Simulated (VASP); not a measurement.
Al2InN3: single point with PBE

The system is Al2InN3.

```xyz
12
Lattice="4.8800 -2.8055 0.0000 4.8800 2.8055 0.0000 0.0000 0.0000 5.1995" Properties=species:S:1:pos:R:3 pbc="T T T"
Al    6.5560    0.9156    2.5562
Al    3.2040    0.9156    2.5562
Al    3.2040   -0.9156    5.1559
Al    6.5560   -0.9156    5.1559
In    4.8800   -1.8063    2.5289
In    4.8800    1.8063    5.1287
N     6.6884    0.8321    4.4497
N     3.0717    0.8321    4.4497
N     3.0717   -0.8321    1.8500
N     6.6884   -0.8321    1.8500
N     4.8800   -1.6726    4.7147
N     4.8800    1.6726    2.1149
```

```json
{"Program": "VASP 6.6.1", "Task": "single point", "Functional": "PBE", "Potentials or basis": "VASP PAW PBE potentials, release 64 (Al, In_d, N)", "Cutoff": "520 eV", "k mesh": "4 × 4 × 4", "Occupations": "gaussian, width 0.1 eV", "Spin": "no spin polarisation"}
```

```
Pressure               : 4.3 GPa
Largest force          : 0.019 eV/Å
Band gap on the k mesh : 2.29 eV
```

Forces in eV/Å, atoms in the order of the input:
```
Al  -0.002  0.008  0.003
Al   0.002  0.008  0.003
Al   0.002 -0.008  0.003
Al  -0.002 -0.008  0.003
In   0.000  0.006  0.002
In   0.000 -0.006  0.002
N    0.017 -0.004 -0.008
N   -0.017 -0.004 -0.008
N   -0.017  0.004 -0.008
N    0.017  0.004 -0.008
N    0.000  0.012  0.009
N    0.000 -0.012  0.009
```

Stress tensor (GPa, compression positive):
```
4.25 0.00 0.00
0.00 4.29 0.00
0.00 0.00 4.45
```

Levels at points of the mesh, in eV from the valence-band top:
| k point | band 32 | band 33 | band 34 | band 35 | band 36 | band 37 |
| --- | --- | --- | --- | --- | --- | --- |
| (0.00, 0.00, 0.00) | -0.07 | -0.06 | 0.00 | 2.29 | 4.53 | 5.26 |
| (0.50, 0.00, 0.00) | -0.60 | -0.59 | -0.28 | 4.36 | 4.60 | 5.79 |
| (0.50, 0.50, 0.00) | -0.54 | -0.49 | -0.34 | 4.11 | 4.85 | 5.50 |
| (0.00, 0.00, 0.50) | -0.40 | -0.13 | -0.13 | 4.40 | 4.40 | 6.82 |
| (0.50, 0.00, 0.50) | -0.92 | -0.51 | -0.51 | 4.57 | 4.57 | 5.62 |
| (0.50, 0.50, 0.50) | -0.92 | -0.61 | -0.61 | 4.72 | 4.72 | 5.66 |

Run time: 4 min on 1 thread of Intel Xeon 8259CL (shared host), peak memory 0.31 GiB.

Caveat: the cell stands under pressure; spin-orbit coupling is left out, which moves the levels of the heavy elements.
